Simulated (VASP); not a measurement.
Here is a VASP 6.6.1 calculation.

The input INCAR:

```
SYSTEM = Sn4Se5
ALGO     = Normal         ! electronic algorithm
DIPOL    = 0.5 0.5 0.500
EDIFF    = 1E-6           ! SCF threshold, eV
ENCUT    = 520            ! plane-wave cutoff, eV
GGA      = PS             ! functional
IDIPOL   = 3            
ISIF     = 2              ! what is computed and relaxed
ISMEAR   = 0              ! smearing method
LASPH    = .True.         ! aspherical terms in the spheres
LCHARG   = .True.         ! write CHGCAR
LDIPOL   = .True.       
LELF     = .True.         ! ELF
LREAL    = .False.        ! projectors in reciprocal space
LVACPOTAV= .True.       
LVHAR    = .True.       
LWAVE    = .False.        ! write WAVECAR
NBANDS   = 53             ! bands
NELM     = 100            ! most SCF steps
PREC     = Accurate       ! precision mode
SIGMA    = 0.05           ! smearing width, eV
```

Contents of KPOINTS:

```
k-points
0
Gamma
  9 9 1
  0 0 0
```

File POSCAR:

```
Sn4Se5
1.0
    4.2041099673      0.0000000000      0.0000000000
   -2.1020549836      3.6408660320      0.0000000000
    0.0000000000      0.0000000000     20.7305656565
Se Sn
5 4
Direct
    0.3333333333      0.6666666667      0.1688328268
    0.0000000000      0.0000000000      0.3344164134
    0.6666666667      0.3333333333      0.5000000000
    0.3333333333      0.6666666667      0.6655835866
    0.0000000000      0.0000000000      0.8311671732
    0.6666666667      0.3333333333      0.2516246201
    0.3333333333      0.6666666667      0.4172082067
    0.0000000000      0.0000000000      0.5827917933
    0.6666666667      0.3333333333      0.7483753799
```

Potentials or basis: VASP PAW PBE potentials, release 64 (Se, Sn_d).

Launch:

```bash
$ cat potpaw_PBE.64/Se/POTCAR potpaw_PBE.64/Sn_d/POTCAR > POTCAR
$ mpirun -np 1 vasp_std > vasp.out
```

(1) What does it give for the largest force?

(2) Predict the band gap on the k mesh.

Answers

(1) 1.933 eV/Å.

(2) zero (band 43 reaches 2.39 eV, above the bottom of band 44 at 2.31 eV).

Caveat: the PAW data sets were made with another functional, which shifts forces and pressure a little; spin-orbit coupling is left out, which moves the levels of the heavy elements.
